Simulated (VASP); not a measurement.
# Ti16HCl in VASP: notebook

Runs on Ti16HCl. Level: PBE. Tasks: single point.

Program: VASP 6.6.1. These are calculated values, not measurements. Logs are shortened: lines on timing, memory, paths and dates and some standing lists are left out, and cuts for length are marked.

## Step 1: The cell of the first run

The cell holds a slab with vacuum, 18 atoms: a = 5.900 Å, b = 5.900 Å, c = 22.027 Å, α = 90.00°, β = 90.00°, γ = 60.00°.

## Step 2: Single point, PBE

INCAR

```
SYSTEM = Ti16HCl
ALGO     = Normal         ! electronic algorithm
EDIFF    = 1E-6           ! SCF threshold, eV
ENCUT    = 400            ! plane-wave cutoff, eV
GGA      = PE             ! functional
GGA_COMPAT= .False.      
ISIF     = 2              ! what is computed and relaxed
ISMEAR   = -1             ! smearing method
LASPH    = .True.         ! aspherical terms in the spheres
LCHARG   = .True.         ! write CHGCAR
LELF     = .True.         ! ELF
LREAL    = .False.        ! projectors in reciprocal space
LVHAR    = .True.       
LWAVE    = .False.        ! write WAVECAR
NBANDS   = 115            ! bands
NELM     = 120            ! most SCF steps
NELMDL   = -8           
PREC     = Accurate       ! precision mode
SIGMA    = 0.15           ! smearing width, eV
```

KPOINTS

```
k-points
0
Gamma
  2 2 1
  0 0 0
```

POSCAR

```
Ti16HCl
1.0
    5.9000000000      0.0000000000      0.0000000000
    2.9500000000      5.1095500000      0.0000000000
    0.0000000000      0.0000000000     22.0269000000
Ti Cl H
16 1 1
Direct
   -0.1666682976      0.3333365952      0.0453990348
    0.3333317024      0.3333365952      0.0453990348
   -0.1666707440      0.8333414880      0.0453990348
    0.3333292560      0.8333414880      0.0453990348
    0.0000000000      0.0000000000      0.1412046180
    0.5000000000      0.0000000000      0.1412046180
   -0.0000024464      0.5000048928      0.1412046180
    0.4999975536      0.5000048928      0.1412046180
   -0.1667002764      0.3334344512      0.2620205294
    0.3333636812      0.3332387392      0.2620523088
   -0.1668037152      0.8333023456      0.2620432290
    0.3334817984      0.8333414880      0.2620296093
    0.0000632551     -0.0000587136      0.3555470811
    0.4999536941      0.0000587136      0.3557241373
    0.0001018706      0.4999657504      0.3556741984
    0.4998860731      0.5000244640      0.3556106397
    0.8174108349      0.6762630760      0.5732082136
    0.6116312983      0.6847374035      0.5957034353
```

Potentials or basis: VASP PAW PBE potentials, release 64 (Ti_sv, Cl, H).

Launch:

```console
> cat potpaw_PBE.64/Ti_sv/POTCAR potpaw_PBE.64/Cl/POTCAR potpaw_PBE.64/H/POTCAR > POTCAR
> mpirun -np 1 vasp_std > vasp.out
```

OUTCAR:

```text
SYSTEM = Ti16HCl
   EDIFF = 1E-6
   ENCUT = 400
   GGA = PE
   ISIF = 2
   ISMEAR = -1
   LASPH = .True.
   LREAL = .False.
   NELM = 120
   NELMDL = -8
   PREC = Accurate

 ion  position               nearest neighbor table
   1  0.833  0.333  0.045-   7 2.71   8 2.71   5 2.71
   2  0.333  0.333  0.045-   8 2.71   7 2.71   6 2.71
   3  0.833  0.833  0.045-   5 2.71   6 2.71   7 2.71
   4  0.333  0.833  0.045-   5 2.71   6 2.71   8 2.71
   5  0.000  0.000  0.141-   3 2.71   4 2.71   1 2.71
   6  0.500  0.000  0.141-   3 2.71   4 2.71   2 2.71
[... 8 lines left out ...]
  15  0.000  0.500  0.356-  10 2.67  11 2.67   9 2.68
  16  0.500  0.500  0.356-  10 2.67  12 2.67   9 2.67
  17  0.817  0.676  0.573-  18 1.29
  18  0.612  0.685  0.596-  17 1.29

  LATTYP: Found a hexagonal cell.
 ALAT       =     5.9000001019
 C/A-ratio  =     3.7333728169

  Lattice vectors:

 A1 = (  -2.9500000000,  -5.1095500000,   0.0000000000)
 A2 = (   5.9000000000,   0.0000000000,   0.0000000000)
 A3 = (   0.0000000000,   0.0000000000,  22.0269000000)

Analysis of symmetry for initial positions (statically):
=====================================================================
 Subroutine PRICEL returns:
 Original cell was already a primitive cell.

 Routine SETGRP: Setting up the symmetry group for a
 hexagonal supercell.

 Subroutine GETGRP returns: Found  1 space group operations
 (whereof  1 operations were pure point group operations)
 out of a pool of 24 trial point group operations.

The static configuration has the point symmetry C_1 .

Analysis of symmetry for dynamics (positions and initial velocities):
=====================================================================
 Subroutine PRICEL returns:
 Original cell was already a primitive cell.

 Routine SETGRP: Setting up the symmetry group for a
 hexagonal supercell.

 Subroutine GETGRP returns: Found  1 space group operations
 (whereof  1 operations were pure point group operations)
 out of a pool of 24 trial point group operations.

The dynamic configuration has the point symmetry C_1 .

 Subroutine INISYM returns: Found  1 space group operations
 (whereof  1 operations are pure point group operations),
 and found     1 'primitive' translations

----------------------------------------------------------------------------------------

                                     Primitive cell

  volume of cell :     664.0305

  direct lattice vectors                    reciprocal lattice vectors
     5.900000000  0.000000000  0.000000000     0.169491525 -0.097855976  0.000000000
     2.950000000  5.109550000  0.000000000     0.000000000  0.195711951  0.000000000
     0.000000000  0.000000000 22.026900000     0.000000000  0.000000000  0.045399035

  length of vectors
     5.900000000  5.900000102 22.026900000     0.195711955  0.195711951  0.045399035

  position of ions in fractional coordinates (direct lattice)
     0.833331702  0.333336595  0.045399035
     0.333331702  0.333336595  0.045399035
     0.833329256  0.833341488  0.045399035
     0.333329256  0.833341488  0.045399035
     0.000000000  0.000000000  0.141204618
     0.500000000  0.000000000  0.141204618
[... 10 lines left out ...]
     0.817410835  0.676263076  0.573208214
     0.611631298  0.684737404  0.595703435

  ion indices of the primitive-cell ions
   primitive index   ion index
                 1           1
                 2           2
                 3           3
                 4           4
                 5           5
                 6           6
[... 10 lines left out ...]
                17          17
                18          18

----------------------------------------------------------------------------------------

 KPOINTS: k-points

Automatic generation of k-mesh.
 Grid dimensions read from file:
 generate k-points for:    2    2    1

 Generating k-lattice:

  Cartesian coordinates                     Fractional coordinates (reciprocal lattice)
     0.084745763 -0.048927988  0.000000000     0.500000000 -0.000000000  0.000000000
     0.000000000  0.097855976  0.000000000     0.000000000  0.500000000  0.000000000
     0.000000000  0.000000000  0.045399035     0.000000000  0.000000000  1.000000000

  Length of vectors
     0.097855977  0.097855976  0.045399035

  Shift w.r.t. Gamma in fractional coordinates (k-lattice)
     0.000000000  0.000000000  0.000000000

 Subroutine IBZKPT returns following result:
 ===========================================

 Found      4 irreducible k-points:

 Following reciprocal coordinates:
            Coordinates               Weight
  0.000000  0.000000  0.000000      1.000000
  0.500000  0.000000  0.000000      1.000000
  0.500000  0.500000  0.000000      1.000000
  0.000000  0.500000  0.000000      1.000000
   k-points           NKPTS =      4   k-points in BZ     NKDIM =      4   number of bands    NBANDS=    115
   number of dos      NEDOS =    301   number of ions     NIONS =     18
   total plane-waves  NPLWV = 230400
   dimension x,y,z NGX =    40 NGY =   40 NGZ =  144
   dimension x,y,z NGXF=    80 NGYF=   80 NGZF=  288
   ions per type =              16   1   1
   NGX,Y,Z   is equivalent  to a cutoff of  11.27, 11.27, 10.87 a.u.
   NGXF,Y,Z  is equivalent  to a cutoff of  22.54, 22.54, 21.74 a.u.
 SYSTEM =  Ti16HCl
   PREC   = accura    normal or accurate (medium, high low for compatibility)
   ISTART =      0    job   : 0-new  1-cont  2-samecut
   ICHARG =      2    charge: 1-file 2-atom 10-const
   ISPIN  =      1    spin polarized calculation?
   LNONCOLLINEAR =      F non collinear calculations
   LSORBIT =      F    spin-orbit coupling
   LASPH  =      T    aspherical Exc in radial PAW
   ENCUT  =  400.0 eV  29.40 Ry    5.42 a.u.   9.62  9.62 35.92*2*pi/ulx,y,z
   NELM   =    120;   NELMIN=  2; NELMDL= -8     # of ELM steps
   EDIFF  = 0.1E-05   stopping-criterion for ELM
   LREAL  =      F    real-space projection
   EDIFFG = 0.1E-04   stopping-criterion for IOM
   NSW    =      0    number of steps for IOM
   IBRION =     -1    ionic relax: 0-MD 1-quasi-New 2-CG
   NFREE  =      0    steps in history (QN), initial steepest desc. (CG)
   ISIF   =      2    stress and relaxation
   ISYM   =      2    0-nonsym 1-usesym 2-fastsym
   POTIM  = 0.5000    time-step for ionic-motion
   TEBEG  =    0.0;   TEEND  =   0.0 temperature during run
   PSTRESS=    0.0 pullay stress
   NELECT =     200.0000    total number of electrons
   NUPDOWN=      -1.0000    fix difference up-down
   EMIN   =  10.00;   EMAX   =-10.00  energy-range for DOS
   EFERMI =   0.00;   METHOD = LEGACY
   ISMEAR =    -1;   SIGMA  =   0.15  broadening in eV -4-tet -1-fermi 0-gaus
   EFERMI_NEDOS =   21; number of points for ismear=-14 and -15
   IALGO  =     38    algorithm
   IMIX   =      4    mixing-type and parameters
     AMIX     =   0.40;   BMIX     =  1.00
     AMIX_MAG =   1.60;   BMIX_MAG =  1.00
  volume/ion in A,a.u.               =      36.89       248.95
  Fermi-wavevector in a.u.,A,eV,Ry     =   1.097376  2.073740 16.384601  1.204234
  Thomas-Fermi vector in A             =   2.233735
   LORBIT       =      0    0 simple, 1 ext, 2 COOP (PROOUT), +10 PAW based schemes
   GGA     = PE    functional components
   LHFCALC =     F    Hartree Fock is set to
   AEXX    =    0.0000 exact exchange contribution
   IVDW    =     0    specifies the selected vdW correction
   LEPSILON=     F    determine dielectric tensor
   LRPA    =     F    only Hartree local field effects (RPA)
 non-spin polarized calculation
  energy-cutoff  :      400.00
  volume of cell :      664.03
 maximum number of plane-waves:     12107
 NGX is ok and might be reduce to    40
   NGX = 19   NGY = 19   NGZ = 71

 number of electron     200.0000039 magnetization

 Free energy of the ion-electron system (eV)
  ---------------------------------------------------
  ext. energy  EPLUGINS =         0.00000000
  ---------------------------------------------------
  free energy    TOTEN  =      -124.88081162 eV

  energy without entropy =     -123.16849777  energy(sigma->0) =     -124.02465470

 E-fermi :   1.5107     XC(G=0):  -6.3127

 val. band max:        1.5041355277   @ k =   0.0000   0.0000   0.0000
 cond. band min:       1.5991492176   @ k =   0.5000   0.0000   0.0000
 fundamental gap:      0.0950136900
 Fermi energy:         1.5107137980

 k-point     1 :       0.0000    0.0000    0.0000
  band No.  band energies     occupation
      1     -55.3354      2.00000
      2     -55.3235      2.00000
      3     -55.2276      2.00000
      4     -55.2275      2.00000
      5     -55.2274      2.00000
      6     -55.2116      2.00000
[... 104 lines left out ...]
    111       2.2729      0.01235
    112       2.4136      0.00485

 k-point     2 :       0.5000    0.0000    0.0000
  band No.  band energies     occupation
      1     -55.2848      2.00000
      2     -55.2848      2.00000
      3     -55.2716      2.00000
      4     -55.2712      2.00000
      5     -55.2277      2.00000
      6     -55.2276      2.00000
[... 104 lines left out ...]
    111       2.1502      0.02776
    112       2.1530      0.02725

 k-point     3 :       0.5000    0.5000    0.0000
  band No.  band energies     occupation
      1     -55.2848      2.00000
      2     -55.2848      2.00000
      3     -55.2726      2.00000
      4     -55.2701      2.00000
      5     -55.2276      2.00000
      6     -55.2276      2.00000
[... 104 lines left out ...]
    111       2.1498      0.02783
    112       2.1534      0.02718

 k-point     4 :       0.0000    0.5000    0.0000
  band No.  band energies     occupation
      1     -55.2849      2.00000
      2     -55.2848      2.00000
      3     -55.2714      2.00000
      4     -55.2714      2.00000
      5     -55.2277      2.00000
      6     -55.2275      2.00000
[... 104 lines left out ...]
    111       2.1515      0.02753
    112       2.1518      0.02748
 [bands above 112 left out]

------------------------ aborting loop because EDIFF is reached ----------------------------------------

  FORCE on cell =-STRESS in cart. coord.  units (eV):
  Direction    XX          YY          ZZ          XY          YZ          ZX
  --------------------------------------------------------------------------------------
  -------------------------------------------------------------------------------------
  Total       -2.5632217     -2.4923723     -1.5620314      0.0082538     -0.0005158      0.0347454
  in kB       -6.1845585     -6.0136126     -3.7688800      0.0199148     -0.0012445      0.0838338
  external PRESSURE =      -5.3223504 kB  Pullay stress =       0.0000000 kB

 VOLUME and BASIS-vectors are now :
 -----------------------------------------------------------------------------
  energy-cutoff  :      400.00
  volume of cell :      664.03
      direct lattice vectors                 reciprocal lattice vectors
     5.900000000  0.000000000  0.000000000     0.169491525 -0.097855976  0.000000000
     2.950000000  5.109550000  0.000000000     0.000000000  0.195711951  0.000000000
     0.000000000  0.000000000 22.026900000     0.000000000  0.000000000  0.045399035

 POSITION                                       TOTAL-FORCE (eV/Angst)
 -----------------------------------------------------------------------------------
      5.90000      1.70320      1.00000         0.000238      0.000357     -0.153095
      2.95000      1.70320      1.00000        -0.000742      0.000641     -0.153998
      7.37500      4.25800      1.00000         0.000365     -0.000034     -0.152776
      4.42500      4.25800      1.00000         0.000141     -0.001025     -0.151879
      0.00000      0.00000      3.11030        -0.000091      0.000171      0.594411
      2.95000      0.00000      3.11030         0.000097      0.000035      0.595238
[... 10 lines left out ...]
      6.81770      3.45540     12.62600        -0.056757      0.002022      0.008819
      5.62860      3.49870     13.12150         0.057493     -0.001970     -0.024689
 -----------------------------------------------------------------------------------
    total drift:                                0.000026     -0.000074      0.002206

  FREE ENERGIE OF THE ION-ELECTRON SYSTEM (eV)
  ---------------------------------------------------
  free  energy   TOTEN  =      -124.8808116216 eV

  energy  without entropy=     -123.1684977739  energy(sigma->0) =     -124.02465470
```

Wall time 23 min (1 thread of Oxide Virtual Turin-like, shared host); peak memory 0.58 GiB.

What came out:

```yaml
Free_energy: -124.8808 eV
Largest_force: 0.909 eV/Å
Band_gap_on_the_k_mesh: zero (bands 100 and 101 overlap by 0.67 eV)
```

Forces on the atoms (eV/Å):
```
Ti   0.000  0.000 -0.153
Ti  -0.001  0.001 -0.154
Ti   0.000  0.000 -0.153
Ti   0.000 -0.001 -0.152
Ti   0.000  0.000  0.594
Ti   0.000  0.000  0.595
Ti   0.000  0.000  0.595
Ti   0.000  0.000  0.594
Ti   0.002  0.001 -0.908
Ti  -0.003  0.000 -0.905
Ti   0.000 -0.001 -0.904
Ti   0.001  0.001 -0.909
Ti   0.002  0.001  0.471
Ti  -0.002 -0.001  0.466
Ti  -0.003 -0.001  0.473
Ti   0.001  0.002  0.464
Cl  -0.057  0.002  0.009
H    0.057 -0.002 -0.025
```

Caveat: the k points lie up to 0.61 Å⁻¹ apart, too coarse for converged energies and pressures of a metal; there is no dipole correction, which matters where the two faces differ.

## Step 3: Single point, PBE

INCAR

```
ALGO = Normal ; EDIFF = 1E-6
ENCUT = 400 ; GGA = PE
GGA_COMPAT = False ; ISIF = 2
ISMEAR = -1 ; LASPH = True
LCHARG = False ; LREAL = False
LWAVE = False ; NBANDS = 115
NELM = 120 ; NELMDL = -8
PREC = Accurate ; SIGMA = 0.15
```

KPOINTS

```
k-points
0
Gamma
  2 2 1
```

POSCAR

```
Ti16HCl
1.0
    5.9000000000      0.0000000000      0.0000000000
    2.9500000000      5.1095500000      0.0000000000
    0.0000000000      0.0000000000     22.0269000000
Ti Cl H
16 1 1
Direct
   -0.1666682976      0.3333365952      0.0453990348
    0.3333317024      0.3333365952      0.0453990348
   -0.1666707440      0.8333414880      0.0453990348
    0.3333292560      0.8333414880      0.0453990348
   -0.0001088585     -0.0000195712      0.1453631696
    0.5000990729      0.0000391424      0.1453994888
    0.0000020951      0.5000636064      0.1454221883
    0.4999956341      0.4999070368      0.1453540898
   -0.1665288654      0.3335323072      0.2476744344
    0.3330364033      0.3333170240      0.2477697724
   -0.1666426041      0.8330479201      0.2478787301
    0.3334935034      0.8334197728      0.2475563970
    0.0009100102      0.0000782848      0.3485692494
    0.4991081559      0.0001565696      0.3490277797
    0.0001261715      0.4994764705      0.3496315868
    0.4995012984      0.5004550303      0.3483694937
    0.9502811883      0.6760477929      0.5291348306
    0.7410976319      0.6858725328      0.5509626865
```

Potentials or basis: VASP PAW PBE potentials, release 64 (Ti_sv, Cl, H).

Launch:

```console
> cat potpaw_PBE.64/Ti_sv/POTCAR potpaw_PBE.64/Cl/POTCAR potpaw_PBE.64/H/POTCAR > POTCAR
> mpirun -np 1 vasp_std > vasp.out
```

Run time: 34 min. Hardware: 1 thread of Oxide Virtual Turin-like, shared host; peak memory 0.59 GiB.

Results (log left out):

```yaml
Free_energy: -125.0551 eV
Largest_force: 0.727 eV/Å
Band_gap_on_the_k_mesh: zero (bands 100 and 101 overlap by 0.66 eV)
```

Forces in eV/Å, atoms in the order of the input:
```
Ti  -0.001 -0.001  0.129
Ti   0.000  0.000  0.130
Ti   0.000  0.001  0.128
Ti   0.000  0.000  0.129
Ti  -0.004  0.000 -0.598
Ti   0.004  0.000 -0.599
Ti   0.000  0.002 -0.595
Ti   0.000 -0.002 -0.600
Ti   0.009  0.005  0.710
Ti  -0.011  0.002  0.714
Ti  -0.002 -0.008  0.727
Ti   0.002  0.002  0.689
Ti   0.016  0.005 -0.229
Ti  -0.019  0.002 -0.258
Ti   0.000 -0.007 -0.210
Ti   0.005  0.007 -0.247
Cl  -0.270  0.003  0.092
H    0.270 -0.011 -0.114
```

Levels at points of the mesh, in eV from the Fermi level:
```tsv
k point	band 99	band 100	band 101	band 102	band 103	band 104	band 105	band 106
(0.00, 0.00, 0.00)	0.57	0.57	0.57	0.62	0.62	0.62	0.67	0.67
(0.50, 0.00, 0.00)	-0.22	-0.21	-0.09	-0.08	0.10	0.11	0.24	0.24
(0.50, 0.50, 0.00)	-0.22	-0.21	-0.09	-0.08	0.10	0.11	0.23	0.24
(0.00, 0.50, 0.00)	-0.22	-0.22	-0.09	-0.08	0.10	0.10	0.24	0.24
```

Caveat: the k points lie up to 0.61 Å⁻¹ apart, too coarse for converged energies and pressures of a metal; there is no dipole correction, which matters where the two faces differ.

The gap in the log of VASP goes by the Fermi energy; the results here count the filled bands.